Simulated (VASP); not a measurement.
Write the native input for VASP 6.6.1 that does the following.

* Task: single point
* Functional: PBE
* Potentials or basis: VASP PAW PBE potentials, release 64 (P, In_d)
* Cutoff: 520 eV
* k mesh: 2 × 2 × 2
* Occupations: fermi-dirac, width 0.1 eV
* Spin: no spin polarisation
* Dipole correction: no
* Further INCAR settings: LREAL = Auto; ALGO = Normal; EDIFF = 1e-06; NBANDS = 78

The structure of In7P8 (a cell with a defect) lies in POSCAR:

```
In7P8
1.0
    0.0000000000      5.7931160000      5.7931160000
    5.7931160000      0.0000000000      5.7931160000
    5.7931160000      5.7931160000      0.0000000000
P In
8 7
Direct
    0.1262014260      0.1221403991      0.1262021164
    0.1578818722      0.1142207406      0.6142359311
    0.1261788992      0.6261281493      0.1262192920
    0.1261346225      0.6260531465      0.6223411546
    0.6143210321      0.1141220027      0.1581290621
    0.6142137496      0.1142354995      0.6143818801
    0.6223262231      0.6260459829      0.1262008218
    0.6142350680      0.6580120267      0.6142837464
   -0.0060344899      0.0064558521     -0.0062324835
   -0.0062413734      0.0063880993      0.5065508787
    0.0002823178      0.5000525624      0.0003007880
   -0.0061995134      0.4938470937      0.5065621852
    0.5065637388      0.0064057927     -0.0059656151
    0.5065266257      0.4937468022     -0.0060859303
    0.5065012508      0.4938324211      0.5065328400
```

These files were run (other wordings do the same):

INCAR

```
PREC     = Accurate       # precision mode
ENCUT    = 520            # plane-wave cutoff, eV
EDIFF    = 1E-6           # SCF threshold, eV
ISMEAR   = -1             # smearing method
SIGMA    = 0.1            # smearing width, eV
LREAL    = Auto         
LASPH    = T              # aspherical terms in the spheres
NELM     = 100            # most SCF steps
ALGO     = Normal         # electronic algorithm
ISIF     = 2              # what is computed and relaxed
LWAVE    = F              # write WAVECAR
LCHARG   = F              # write CHGCAR
GGA      = PE             # functional
NBANDS   = 78             # bands
```

KPOINTS

```
regular mesh
0
Gamma
  2 2 2
```

Potentials or basis: VASP PAW PBE potentials, release 64 (P, In_d).

Command:

```console
$ cat potpaw_PBE.64/P/POTCAR potpaw_PBE.64/In_d/POTCAR > POTCAR
$ mpirun -np 1 vasp_std > vasp.out
```

Results of the run:

```json
{
  "Pressure": "1.9 GPa",
  "Largest force": "0.012 eV/Å"
}
```

Caveat: the k points lie up to 0.47 Å⁻¹ apart.

Run time: 2.8 min on 1 thread of Intel(R) Xeon(R) 6975P-C (Granite Rapids), on a shared host, peak memory 0.61 GiB.
